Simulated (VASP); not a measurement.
# Zr3Mn (Pm-3m) in VASP: a series of runs

Runs on Zr3Mn. Level: PBE. Tasks: single point.

Everything below comes from runs of VASP 6.6.1. Logs are shortened: lines on timing, memory, paths and dates and some standing lists are left out, and cuts for length are marked.

## (1) The cell of the first run

It takes space group Pm-3m (No. 221, cubic). The conventional cell has a = 4.431 Å, b = 4.431 Å, c = 4.431 Å, α = 90.00°, β = 90.00°, γ = 90.00°. Within 4.1 Å of Zr (site symmetry 4/mmm) lie 8 Zr at 3.13 Å and 4 Mn at 3.13 Å. Mn (site symmetry m-3m) has 12 Zr at 3.13 Å within 4.1 Å.

## (2) Single point, PBE, collinear spin, ferromagnetic start

File INCAR:

```
SYSTEM = Zr3Mn
PREC = Accurate
ENCUT = 520
EDIFF = 1E-6
ISMEAR = -1
SIGMA = 0.05
LREAL = .False.
LASPH = .True.
NELM = 150
ALGO = Normal
ISIF = 2
LWAVE = .False.
LCHARG = .True.
ISPIN = 2
MAGMOM = 0 0 0 4
LORBIT = 11
LMAXMIX = 4
GGA = PE
LELF = .True.
LVHAR = .True.
NBANDS = 36
```

File KPOINTS:

```
Automatic mesh
0
Gamma
  6 6 6
  0 0 0
```

File POSCAR:

```
Zr3Mn
1.0
    4.4307689680      0.0000000000      0.0000000000
    0.0000000000      4.4307689680      0.0000000000
    0.0000000000      0.0000000000      4.4307689680
Zr Mn
3 1
Direct
    0.5000000000      0.5000000000      0.0000000000
    0.5000000000      0.0000000000      0.5000000000
    0.0000000000      0.5000000000      0.5000000000
    0.0000000000      0.0000000000      0.0000000000
```

Potentials or basis: VASP PAW PBE potentials, release 64 (Zr_sv, Mn_pv).

On the command line:

```
cat potpaw_PBE.64/Zr_sv/POTCAR potpaw_PBE.64/Mn_pv/POTCAR > POTCAR
mpirun -np 1 vasp_std > vasp.out
```

OUTCAR:

```text
SYSTEM = Zr3Mn
   PREC = Accurate
   ENCUT = 520
   EDIFF = 1E-6
   ISMEAR = -1
   LREAL = .False.
   LASPH = .True.
   NELM = 150
   ISIF = 2
   ISPIN = 2
   LORBIT = 11
   GGA = PE

 ion  position               nearest neighbor table
   1  0.500  0.500  0.000-   2 3.13   3 3.13   4 3.13   2 3.13   3 3.13   2 3.13   4 3.13   2 3.13
                             3 3.13   4 3.13   3 3.13   4 3.13
   2  0.500  0.000  0.500-   1 3.13   3 3.13   4 3.13   1 3.13   4 3.13   1 3.13   3 3.13   1 3.13
                             3 3.13   4 3.13   4 3.13   3 3.13
   3  0.000  0.500  0.500-   1 3.13   2 3.13   4 3.13   1 3.13   4 3.13   2 3.13   4 3.13   4 3.13
                             1 3.13   2 3.13   1 3.13   2 3.13
   4  0.000  0.000  0.000-   1 3.13   2 3.13   3 3.13   2 3.13   3 3.13   1 3.13   3 3.13   3 3.13
                             1 3.13   2 3.13   2 3.13   1 3.13

  LATTYP: Found a simple cubic cell.
 ALAT       =     4.4307689680

  Lattice vectors:

 A1 = (   4.4307689680,   0.0000000000,   0.0000000000)
 A2 = (   0.0000000000,   4.4307689680,   0.0000000000)
 A3 = (   0.0000000000,   0.0000000000,   4.4307689680)

Analysis of symmetry for initial positions (statically):
=====================================================================
 Subroutine PRICEL returns:
 Original cell was already a primitive cell.

 Routine SETGRP: Setting up the symmetry group for a
 simple cubic supercell.

 Subroutine GETGRP returns: Found 48 space group operations
 (whereof 48 operations were pure point group operations)
 out of a pool of 48 trial point group operations.

The static configuration has the point symmetry O_h .

Analysis of symmetry for dynamics (positions and initial velocities):
=====================================================================
 Subroutine PRICEL returns:
 Original cell was already a primitive cell.

 Routine SETGRP: Setting up the symmetry group for a
 simple cubic supercell.

 Subroutine GETGRP returns: Found 48 space group operations
 (whereof 48 operations were pure point group operations)
 out of a pool of 48 trial point group operations.

The dynamic configuration has the point symmetry O_h .

Analysis of structural, dynamic, and magnetic symmetry:
=====================================================================
 Subroutine PRICEL returns:
 Original cell was already a primitive cell.

 Routine SETGRP: Setting up the symmetry group for a
 simple cubic supercell.

 Subroutine GETGRP returns: Found 48 space group operations
 (whereof 48 operations were pure point group operations)
 out of a pool of 48 trial point group operations.

The overall configuration has the point symmetry O_h .

 Subroutine INISYM returns: Found 48 space group operations
 (whereof 48 operations are pure point group operations),
 and found     1 'primitive' translations

----------------------------------------------------------------------------------------

                                     Primitive cell

  volume of cell :      86.9836

  direct lattice vectors                    reciprocal lattice vectors
     4.430768968  0.000000000  0.000000000     0.225694458  0.000000000  0.000000000
     0.000000000  4.430768968  0.000000000     0.000000000  0.225694458  0.000000000
     0.000000000  0.000000000  4.430768968     0.000000000  0.000000000  0.225694458

  length of vectors
     4.430768968  4.430768968  4.430768968     0.225694458  0.225694458  0.225694458

  position of ions in fractional coordinates (direct lattice)
     0.500000000  0.500000000  0.000000000
     0.500000000  0.000000000  0.500000000
     0.000000000  0.500000000  0.500000000
     0.000000000  0.000000000  0.000000000

  ion indices of the primitive-cell ions
   primitive index   ion index
                 1           1
                 2           2
                 3           3
                 4           4

----------------------------------------------------------------------------------------

 KPOINTS: Automatic mesh

Automatic generation of k-mesh.
 Grid dimensions read from file:
 generate k-points for:    6    6    6

 Generating k-lattice:

  Cartesian coordinates                     Fractional coordinates (reciprocal lattice)
     0.037615743  0.000000000  0.000000000     0.166666667  0.000000000  0.000000000
     0.000000000  0.037615743  0.000000000     0.000000000  0.166666667  0.000000000
     0.000000000  0.000000000  0.037615743     0.000000000  0.000000000  0.166666667

  Length of vectors
     0.037615743  0.037615743  0.037615743

  Shift w.r.t. Gamma in fractional coordinates (k-lattice)
     0.000000000  0.000000000  0.000000000

 Subroutine IBZKPT returns following result:
 ===========================================

 Found     20 irreducible k-points:

 Following reciprocal coordinates:
            Coordinates               Weight
  0.000000  0.000000  0.000000      1.000000
  0.166667  0.000000  0.000000      6.000000
  0.333333  0.000000  0.000000      6.000000
  0.500000  0.000000  0.000000      3.000000
  0.166667  0.166667  0.000000     12.000000
  0.333333  0.166667  0.000000     24.000000
[... 12 lines left out ...]
  0.500000  0.500000  0.333333      6.000000
  0.500000  0.500000  0.500000      1.000000
   k-points           NKPTS =     20   k-points in BZ     NKDIM =     20   number of bands    NBANDS=     36
   number of dos      NEDOS =    301   number of ions     NIONS =      4
   total plane-waves  NPLWV =  46656
   dimension x,y,z NGX =    36 NGY =   36 NGZ =   36
   dimension x,y,z NGXF=    72 NGYF=   72 NGZF=   72
   ions per type =               3   1
   NGX,Y,Z   is equivalent  to a cutoff of  13.51, 13.51, 13.51 a.u.
   NGXF,Y,Z  is equivalent  to a cutoff of  27.01, 27.01, 27.01 a.u.
 SYSTEM =  Zr3Mn
   PREC   = accura    normal or accurate (medium, high low for compatibility)
   ISTART =      0    job   : 0-new  1-cont  2-samecut
   ICHARG =      2    charge: 1-file 2-atom 10-const
   ISPIN  =      2    spin polarized calculation?
   LNONCOLLINEAR =      F non collinear calculations
   LSORBIT =      F    spin-orbit coupling
   LASPH  =      T    aspherical Exc in radial PAW
   ENCUT  =  520.0 eV  38.22 Ry    6.18 a.u.   8.24  8.24  8.24*2*pi/ulx,y,z
   NELM   =    150;   NELMIN=  2; NELMDL= -5     # of ELM steps
   EDIFF  = 0.1E-05   stopping-criterion for ELM
   LREAL  =      F    real-space projection
   EDIFFG = 0.1E-04   stopping-criterion for IOM
   NSW    =      0    number of steps for IOM
   IBRION =     -1    ionic relax: 0-MD 1-quasi-New 2-CG
   NFREE  =      0    steps in history (QN), initial steepest desc. (CG)
   ISIF   =      2    stress and relaxation
   ISYM   =      2    0-nonsym 1-usesym 2-fastsym
   POTIM  = 0.5000    time-step for ionic-motion
   TEBEG  =    0.0;   TEEND  =   0.0 temperature during run
   PSTRESS=    0.0 pullay stress
   NELECT =      49.0000    total number of electrons
   NUPDOWN=      -1.0000    fix difference up-down
   EMIN   =  10.00;   EMAX   =-10.00  energy-range for DOS
   EFERMI =   0.00;   METHOD = LEGACY
   ISMEAR =    -1;   SIGMA  =   0.05  broadening in eV -4-tet -1-fermi 0-gaus
   EFERMI_NEDOS =   21; number of points for ismear=-14 and -15
   IALGO  =     38    algorithm
   IMIX   =      4    mixing-type and parameters
     AMIX     =   0.40;   BMIX     =  1.00
     AMIX_MAG =   1.60;   BMIX_MAG =  1.00
  volume/ion in A,a.u.               =      21.75       146.75
  Fermi-wavevector in a.u.,A,eV,Ry     =   1.352055  2.555014 24.872174  1.828053
  Thomas-Fermi vector in A             =   2.479426
   LORBIT       =     11    0 simple, 1 ext, 2 COOP (PROOUT), +10 PAW based schemes
   GGA     = PE    functional components
   LHFCALC =     F    Hartree Fock is set to
   AEXX    =    0.0000 exact exchange contribution
   IVDW    =     0    specifies the selected vdW correction
   LEPSILON=     F    determine dielectric tensor
   LRPA    =     F    only Hartree local field effects (RPA)
 spin polarized calculation
  energy-cutoff  :      520.00
  volume of cell :       86.98
 maximum number of plane-waves:      2364
 NGX is ok and might be reduce to    36
   NGX = 17   NGY = 17   NGZ = 17

 number of electron      48.9999993 magnetization       3.4591320

 Free energy of the ion-electron system (eV)
  ---------------------------------------------------
  ext. energy  EPLUGINS =         0.00000000
  ---------------------------------------------------
  free energy    TOTEN  =       -33.97674734 eV

  energy without entropy =      -33.92373361  energy(sigma->0) =      -33.95024047

 E-fermi :   8.2573     XC(G=0): -11.1247

 val. band max:        8.2479096270   @ k =   0.3333   0.1667   0.1667
 cond. band min:       8.2580338605   @ k =   0.3333   0.1667   0.1667
 fundamental gap:      0.0101242335
 Fermi energy:         8.2572918231

 spin component 1

 k-point     1 :       0.0000    0.0000    0.0000
  band No.  band energies     occupation
      1     -41.5274      1.00000
      2     -41.5274      1.00000
      3     -41.5274      1.00000
      4     -40.3865      1.00000
      5     -40.2049      1.00000
      6     -40.2049      1.00000
[... 769 lines left out ...]
     35      11.9921      0.00000
     36      11.9921      0.00000
 Fermi energy:         8.2572918231

 spin component 2

 k-point     1 :       0.0000    0.0000    0.0000
  band No.  band energies     occupation
      1     -40.4275      1.00000
      2     -40.2452      1.00000
      3     -40.2452      1.00000
      4     -37.7922      1.00000
      5     -37.7922      1.00000
      6     -37.7922      1.00000
[... 769 lines left out ...]
     35      12.3769      0.00000
     36      12.3769      0.00000

------------------------ aborting loop because EDIFF is reached ----------------------------------------

  FORCE on cell =-STRESS in cart. coord.  units (eV):
  Direction    XX          YY          ZZ          XY          YZ          ZX
  --------------------------------------------------------------------------------------
  -------------------------------------------------------------------------------------
  Total       -1.8267315     -1.8267315     -1.8267315     -0.0000000     -0.0000000      0.0000000
  in kB      -33.6471259    -33.6471259    -33.6471259     -0.0000000     -0.0000000      0.0000000
  external PRESSURE =     -33.6471259 kB  Pullay stress =       0.0000000 kB

 VOLUME and BASIS-vectors are now :
 -----------------------------------------------------------------------------
  energy-cutoff  :      520.00
  volume of cell :       86.98
      direct lattice vectors                 reciprocal lattice vectors
     4.430768968  0.000000000  0.000000000     0.225694458  0.000000000  0.000000000
     0.000000000  4.430768968  0.000000000     0.000000000  0.225694458  0.000000000
     0.000000000  0.000000000  4.430768968     0.000000000  0.000000000  0.225694458

 POSITION                                       TOTAL-FORCE (eV/Angst)
 -----------------------------------------------------------------------------------
      2.21538      2.21538      0.00000         0.000000      0.000000      0.000000
      2.21538      0.00000      2.21538         0.000000      0.000000      0.000000
      0.00000      2.21538      2.21538         0.000000      0.000000      0.000000
      0.00000      0.00000      0.00000         0.000000      0.000000      0.000000
 -----------------------------------------------------------------------------------
    total drift:                                0.000000      0.000000      0.000000

  FREE ENERGIE OF THE ION-ELECTRON SYSTEM (eV)
  ---------------------------------------------------
  free  energy   TOTEN  =       -33.9767473381 eV

  energy  without entropy=      -33.9237336113  energy(sigma->0) =      -33.95024047

 total charge

# of ion       s       p       d       tot
------------------------------------------
    1        2.226   5.953   1.649   9.827
    2        2.226   5.953   1.649   9.827
    3        2.226   5.953   1.649   9.827
    4        0.338   6.226   4.870  11.434
--------------------------------------------------
tot          7.015  24.086   9.815  40.916

 magnetization (x)

# of ion       s       p       d       tot
------------------------------------------
    1       -0.005  -0.002  -0.064  -0.071
    2       -0.005  -0.002  -0.064  -0.071
    3       -0.005  -0.002  -0.064  -0.071
    4        0.041   0.050   3.475   3.567
--------------------------------------------------
tot          0.027   0.044   3.284   3.355
```

It took 55 s on 1 thread of Intel Xeon 6975P-C (Granite Rapids), shared host; peak memory 0.28 GiB.

What came out:

```yaml
Free_energy: -33.9767 eV
Pressure: -3.4 GPa
Net_moment: 3.46 μB per cell
Site_moments: Zr -0.07; Mn +3.57 μB
Valence_electrons_inside_the_program's_atomic_spheres: Zr 9.83; Mn 11.43
```

## (3) Single point, PBE, collinear spin, ferromagnetic start

This run uses another cell than the first one, of 22.16 Å³/atom, 1.019 times its volume.

File INCAR:

```
PREC = Accurate
ENCUT = 520
EDIFF = 1E-7
ISMEAR = -1
SIGMA = 0.05
LREAL = False
LASPH = True
NELM = 150
ALGO = Fast
ISIF = 2
LWAVE = False
LCHARG = False
ISPIN = 2
MAGMOM = 0 0 0 4
LORBIT = 11
LMAXMIX = 4
GGA = PE
NBANDS = 36
```

File KPOINTS:

```
regular mesh
0
Gamma
  6 6 6
```

File POSCAR:

```
Zr3Mn
1.0
    4.4589911873      0.0000000000      0.0000000000
    0.0000000000      4.4589911873      0.0000000000
    0.0000000000      0.0000000000      4.4589911873
Zr Mn
3 1
Direct
    0.5000000000      0.5000000000      0.0000000000
    0.5000000000      0.0000000000      0.5000000000
    0.0000000000      0.5000000000      0.5000000000
    0.0000000000      0.0000000000      0.0000000000
```

Potentials or basis: VASP PAW PBE potentials, release 64 (Zr_sv, Mn_pv).

On the command line:

```
cat potpaw_PBE.64/Zr_sv/POTCAR potpaw_PBE.64/Mn_pv/POTCAR > POTCAR
mpirun -np 1 vasp_std > vasp.out
```

Wall time 4.5 min (1 thread of Intel Xeon 6975P-C (Granite Rapids), shared host); peak memory 0.3 GiB.

Results (log left out):

- Free energy: -33.9352 eV
- Pressure: -4.7 GPa
- Net moment: 3.54 μB per cell
- Site moments: Zr -0.07; Mn +3.62 μB
- Valence electrons inside the program's atomic spheres: Zr 9.81; Mn 11.42

Levels at points of the mesh, in eV from the Fermi level:
Spin up:
```
           k point  band 23  band 24  band 25  band 26  band 27  band 28  band 29  band 30
(0.00, 0.00, 0.00)    -0.63    -0.63    -0.63     0.02     0.02     2.35     2.35     2.35
(0.50, 0.00, 0.00)    -1.92    -0.87    -0.72    -0.72     1.03     1.03     1.05     1.44
(0.50, 0.50, 0.00)    -2.16    -0.98    -0.95    -0.27    -0.12    -0.12     1.27     1.27
(0.50, 0.50, 0.50)    -1.06    -1.06     0.49     0.49     0.49     0.97     0.97     0.97
```
Spin down:
```tsv
k point	band 19	band 20	band 21	band 22	band 23	band 24	band 25	band 26
(0.00, 0.00, 0.00)	-2.37	-1.80	-1.80	-1.80	0.89	0.89	0.89	2.22
(0.50, 0.00, 0.00)	-1.09	-0.93	-0.62	-0.62	-0.32	-0.02	-0.02	1.00
(0.50, 0.50, 0.00)	-1.39	-0.82	-0.31	-0.24	-0.24	-0.03	-0.03	0.04
(0.50, 0.50, 0.50)	-2.50	0.64	0.64	0.64	0.75	0.75	0.75	0.81
```
